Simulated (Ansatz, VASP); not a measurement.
## Ba: VASP beside Ansatz

Contents of INCAR:

```
SYSTEM = Ba
ALGO = Normal
EDIFF = 1E-6
ENCUT = 520
GGA = PE
ISIF = 2
ISMEAR = 0
LASPH = .True.
LCHARG = .False.
LREAL = .False.
LWAVE = .False.
NBANDS = 39
NELM = 100
PREC = Accurate
SIGMA = 0.1
```

Contents of KPOINTS:

```
k-points
0
Gamma
  3 3 2
  0 0 0
```

POSCAR

```
Ba
1.0
    7.2102533700      0.0000000000      0.0000000000
   -3.6051266900      6.2442625900      0.0000000000
    0.0000000000      0.0000000000      8.7638978300
Ba
6
Direct
    0.6070089200      0.0000000000      0.2500000000
    0.0000000000      0.6070089200      0.2500000000
    0.3929910800      0.3929910800      0.2500000000
    0.3929910800      0.0000000000      0.7500000000
    0.0000000000      0.3929910800      0.7500000000
    0.6070089200      0.6070089200      0.7500000000
```

Input for Ansatz:

```yaml
crystal:
  lattice:
    - [7.21025337, 0.0, 0.0]
    - [-3.60512669, 6.24426259, 0.0]
    - [0.0, 0.0, 8.76389783]
  atoms:
    - { symbol: Ba, position: [0.60700892, 0.0, 0.25] }
    - { symbol: Ba, position: [0.0, 0.60700892, 0.25] }
    - { symbol: Ba, position: [0.39299108, 0.39299108, 0.25] }
    - { symbol: Ba, position: [0.39299108, 0.0, 0.75] }
    - { symbol: Ba, position: [0.0, 0.39299108, 0.75] }
    - { symbol: Ba, position: [0.60700892, 0.60700892, 0.75] }
basis:
  ecutwfc: 420
kpoints:
  mp_grid: { grid: [3, 3, 2] }
hamiltonian:
  xc: pbe
scf:
  occupations: { method: gaussian, width: 0.1 }
  lower_state_search: "off"
output:
  forces: true
  stress: true
  eigenvalues: true
```

Alike in both runs: task single point; functional PBE; k mesh 3 × 3 × 2; occupations gaussian, width 0.1 eV; no spin polarisation.

|  | VASP | Ansatz |
| --- | --- | --- |
| version | VASP 6.6.1 | Ansatz 0.2.0 |
| potentials or method | VASP PAW PBE potentials, release 64 (Ba_sv), cutoff 520 eV | scalar-relativistic, plane waves, PAW |
| valence electrons in the cell | 60 | 60 |

VASP gave:

| Property | Result |
| --- | --- |
| gap on the k mesh at the Fermi level (eV) | none |
| pressure (GPa) | 0.7 |
| traceless stress, the component that is largest in VASP (GPa) | -3.54 |
| rms of the force components (eV/Å) | 0.407 |

Q: What did Ansatz give for the same quantities?

A: gap on the k mesh at the Fermi level (eV): none; pressure (GPa): 0.6; traceless stress, the component that is largest in VASP (GPa): -3.48; rms of the force components (eV/Å): 0.398.

Atom by atom the forces differ by 0.010 eV/Å (rms over components). A gap of «none» marks a metal or a gap that the smearing closes. The functional is the same, so the differences come from potentials, cutoffs and numerics.

Neither program's run includes spin-orbit coupling.
